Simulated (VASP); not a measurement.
# In2Au (I4/mmm) in VASP: electric field gradients with LDA

Aim: the electric field gradients of In2Au with LDA.

All numbers are computed with VASP 6.6.1; they aren't measurements. Logs are shortened: lines on timing, memory, paths and dates and some standing lists are left out, and cuts for length are marked.

## Step 1: The cell of the first run

It takes space group I4/mmm (No. 139, tetragonal). Conventional cell: a = 4.552 Å, b = 4.552 Å, c = 6.502 Å, α = 90.00°, β = 90.00°, γ = 90.00°. Within 3.7 Å of In (site symmetry -4m2) lie 4 Au at 2.80 Å and 6 In at 3.22 to 3.25 Å. Within 3.7 Å of Au (site symmetry 4/mmm) lie 8 In at 2.80 Å.

## Step 2: Electric field gradients, LDA (equal xx and yy strain of -1 %)

INCAR

```
PREC = Accurate
ENCUT = 520
EDIFF = 1E-8
ISMEAR = -1
SIGMA = 0.05
LREAL = F
LASPH = T
NELM = 60
ALGO = Normal
ISIF = 2
LWAVE = F
LCHARG = F
LEFG = T
NBANDS = 26
```

KPOINTS

```
Automatic mesh
0
Gamma
  10 10 10
```

POSCAR

```
In2Au
1.0
    0.0000000000      3.2184900000      3.2510000000
    3.2184900000      0.0000000000      3.2510000000
    3.2184900000      3.2184900000      0.0000000000
In Au
2 1
Direct
    0.2500000000      0.2500000000      0.2500000000
    0.7500000000      0.7500000000      0.7500000000
    0.0000000000      0.0000000000      0.0000000000
```

Potentials or basis: VASP PAW LDA potentials, release 64 (In_d, Au).

Started as:

```console
cat potpaw_LDA.64/In_d/POTCAR potpaw_LDA.64/Au/POTCAR > POTCAR
mpirun -np 1 vasp_std > vasp.out
```

OUTCAR:

```text
PREC = Accurate
   ENCUT = 520
   EDIFF = 1E-8
   ISMEAR = -1
   LREAL = F
   LASPH = T
   NELM = 60
   ISIF = 2

 ion  position               nearest neighbor table
   1  0.250  0.250  0.250-   3 2.80   3 2.80   3 2.80   3 2.80   2 3.22   2 3.22   2 3.22   2 3.22
                             2 3.25   2 3.25
   2  0.750  0.750  0.750-   3 2.80   3 2.80   3 2.80   3 2.80   1 3.22   1 3.22   1 3.22   1 3.22
                             1 3.25   1 3.25
   3  0.000  0.000  0.000-   1 2.80   2 2.80   2 2.80   2 2.80   2 2.80   1 2.80   1 2.80   1 2.80

  LATTYP: Found a body centered tetragonal cell.
 ALAT       =     4.5516322084
 C/A-ratio  =     1.4284985479

  Lattice vectors:

 A1 = (  -3.2184900000,   0.0000000000,   3.2510000000)
 A2 = (   3.2184900000,   0.0000000000,   3.2510000000)
 A3 = (   0.0000000000,   3.2184900000,  -3.2510000000)

Analysis of symmetry for initial positions (statically):
=====================================================================
 Subroutine PRICEL returns:
 Original cell was already a primitive cell.

 Routine SETGRP: Setting up the symmetry group for a
 body centered tetragonal supercell.

 Subroutine GETGRP returns: Found 16 space group operations
 (whereof 16 operations were pure point group operations)
 out of a pool of 16 trial point group operations.

The static configuration has the point symmetry D_4h.

Analysis of symmetry for dynamics (positions and initial velocities):
=====================================================================
 Subroutine PRICEL returns:
 Original cell was already a primitive cell.

 Routine SETGRP: Setting up the symmetry group for a
 body centered tetragonal supercell.

 Subroutine GETGRP returns: Found 16 space group operations
 (whereof 16 operations were pure point group operations)
 out of a pool of 16 trial point group operations.

The dynamic configuration has the point symmetry D_4h.

 Subroutine INISYM returns: Found 16 space group operations
 (whereof 16 operations are pure point group operations),
 and found     1 'primitive' translations

----------------------------------------------------------------------------------------

                                     Primitive cell

[... 125 lines left out ...]
  volume of cell :       67.35
 maximum number of plane-waves:      1835
 NGX is ok and might be reduce to    36
   NGX = 17   NGY = 17   NGZ = 17

 number of electron      36.9999991 magnetization

 Free energy of the ion-electron system (eV)
  ---------------------------------------------------
  ext. energy  EPLUGINS =         0.00000000
  ---------------------------------------------------
  free energy    TOTEN  =       -11.69333861 eV

  energy without entropy =      -11.68438044  energy(sigma->0) =      -11.68885953

 E-fermi :   8.1227     XC(G=0): -11.1446

 val. band max:        8.1089533863   @ k =   0.5000   0.1000   0.2000
 cond. band min:       8.1341947514   @ k =   0.4000   0.1000   0.0000
 fundamental gap:      0.0252413651
 Fermi energy:         8.1226992116

 k-point     1 :       0.0000    0.0000    0.0000
  band No.  band energies     occupation
      1      -6.7735      2.00000
      2      -6.7571      2.00000
      3      -6.6086      2.00000
      4      -6.5982      2.00000
      5      -6.5982      2.00000
      6      -6.3052      2.00000
[... 685 lines left out ...]
     25      18.0584      0.00000
     26      18.2821      0.00000

 [... further k-points ...]
[... 5 lines left out ...]
  --------------------------------------------------------------------------------------
  -------------------------------------------------------------------------------------
  Total        0.1632749      0.1632749      0.0128646      0.0000000     -0.0000000     -0.0000000
  in kB        3.8839961      3.8839961      0.3060249      0.0000000     -0.0000000     -0.0000000
  external PRESSURE =       2.6913390 kB  Pullay stress =       0.0000000 kB

 VOLUME and BASIS-vectors are now :
 -----------------------------------------------------------------------------
  energy-cutoff  :      520.00
  volume of cell :       67.35
      direct lattice vectors                 reciprocal lattice vectors
     0.000000000  3.218490000  3.251000000    -0.155352355  0.155352355  0.153798831
     3.218490000  0.000000000  3.251000000     0.155352355 -0.155352355  0.153798831
     3.218490000  3.218490000  0.000000000     0.155352355  0.155352355 -0.153798831

 POSITION                                       TOTAL-FORCE (eV/Angst)
 -----------------------------------------------------------------------------------
      1.60925      1.60925      1.62550        -0.000000     -0.000000     -0.000000
      4.82774      4.82774      4.87650         0.000000      0.000000      0.000000
      0.00000      0.00000      0.00000        -0.000000     -0.000000      0.000000
 -----------------------------------------------------------------------------------
    total drift:                                0.000000      0.000000      0.000000

  FREE ENERGIE OF THE ION-ELECTRON SYSTEM (eV)
  ---------------------------------------------------
  free  energy   TOTEN  =       -11.6933386149 eV

  energy  without entropy=      -11.6843804426  energy(sigma->0) =      -11.68885953

 Electric field gradients (V/A^2)
---------------------------------------------------------------------
 ion       V_xx      V_yy      V_zz      V_xy      V_xz      V_yz
---------------------------------------------------------------------
   1      -0.525    -0.525     1.049     0.001     0.001     0.001
   2      -0.525    -0.525     1.049     0.001     0.001     0.001
   3       2.087     2.087    -4.174    -0.000     0.000     0.000
---------------------------------------------------------------------

 Electric field gradients after diagonalization (V/A^2)
 (convention: |V_zz| > |V_xx| > |V_yy|)
----------------------------------------------------------------------
 ion       V_xx      V_yy      V_zz     asymmetry (V_yy - V_xx)/ V_zz
----------------------------------------------------------------------
   1      -0.526    -0.524     1.049       0.002
   2      -0.526    -0.524     1.049       0.002
   3       2.087     2.087    -4.174       0.000
----------------------------------------------------------------------

           NMR quadrupolar parameters

 Cq : quadrupolar parameter    Cq=e*Q*V_zz/h
 eta: asymmetry parameters     (V_yy - V_xx)/ V_zz
 Q  : nuclear electric quadrupole moment in mb (millibarn)
----------------------------------------------------------------------
 ion       Cq(MHz)       eta       Q (mb)
----------------------------------------------------------------------
   1       0.003       0.002       1.000
   2       0.003       0.002       1.000
   3      -0.010       0.000       1.000
----------------------------------------------------------------------
```

stdout:

```text
POSCAR found type information on POSCAR InAu
 POSCAR found :  2 types and       3 ions
 scaLAPACK will be used
 LDA part: xc-table for (Slater(with rela. corr.)+CA(PZ))
 , standard interpolation
 POSCAR, INCAR and KPOINTS ok, starting setup
 FFT: planning ... GRIDC
 FFT: planning ... GRID_SOFT
 FFT: planning ... GRID
 WAVECAR not read
 entering main loop
ion   1

ion   2

ion   3
```

It took 1.8 min on 1 thread of Intel Xeon Platinum 8488C (Sapphire Rapids), shared host; peak memory 0.28 GiB.

What came out:

* Free energy: -11.6933 eV
* Pressure: 0.3 GPa
* Band gap on the k mesh: zero (an odd number of electrons rules out a gap without spin polarisation)
* Largest electric field gradient by atom: In +1.0; Au -4.2 V/Å²

Electric field gradients, principal values (V/Å²):
```
atom   least  middle  greatest (by size)
1 In  -0.524  -0.526               1.049
2 In  -0.524  -0.526               1.049
3 Au   2.087   2.087              -4.174
```

Caveat: the cell differs from its parent crystal (equal xx and yy strain of -1 %); without QUAD_EFG the Cq values of the log hold for a quadrupole moment of 1 mb, not for the nuclei; spin-orbit coupling is left out, which moves the levels of the heavy elements.

The gap in the log of VASP goes by the Fermi energy; the results here count the filled bands.